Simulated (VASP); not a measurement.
Ti: single point with LDA

Crystal: Ti.

```
CELL_PARAMETERS angstrom
2.86383 0.00000 0.00000
-1.43192 2.48015 0.00000
0.00000 0.00000 4.53325
ATOMIC_POSITIONS crystal
Ti 0.33333 0.66667 0.25000
Ti 0.66667 0.33333 0.75000
```

```
Program                : VASP 6.6.1
Task                   : single point
Functional             : LDA
Potentials or basis    : VASP PAW LDA potentials, release 64 (Ti_sv)
Cutoff                 : 520 eV
k mesh                 : 16 × 16 × 10
Occupations            : gaussian, width 0.1 eV
Spin                   : no spin polarisation
Dipole correction      : no
Further INCAR settings : ALGO = Normal; EDIFF = 1e-07; NBANDS = 19
```

```yaml
Pressure: -0.2 GPa
Band_gap_on_the_k_mesh: zero (bands 12 and 13 overlap by 1.10 eV)
```

Levels at points of the mesh, in eV from the Fermi level:
| k point | band 10 | band 11 | band 12 | band 13 | band 14 | band 15 |
| --- | --- | --- | --- | --- | --- | --- |
| (0.00, 0.00, 0.00) | -2.88 | 0.77 | 0.77 | 0.92 | 1.11 | 1.33 |
| (0.50, 0.00, 0.00) | -2.40 | -2.06 | -0.47 | 0.43 | 0.68 | 1.27 |
| (0.00, 0.00, 0.50) | -4.34 | 0.08 | 0.08 | 0.67 | 0.67 | 0.67 |
| (0.50, 0.00, 0.50) | -2.75 | -0.92 | -0.92 | 1.61 | 1.61 | 1.83 |

Wall time 2.2 min on 1 thread of Intel Xeon 8259CL, with other jobs on the host, peak memory 0.21 GiB.
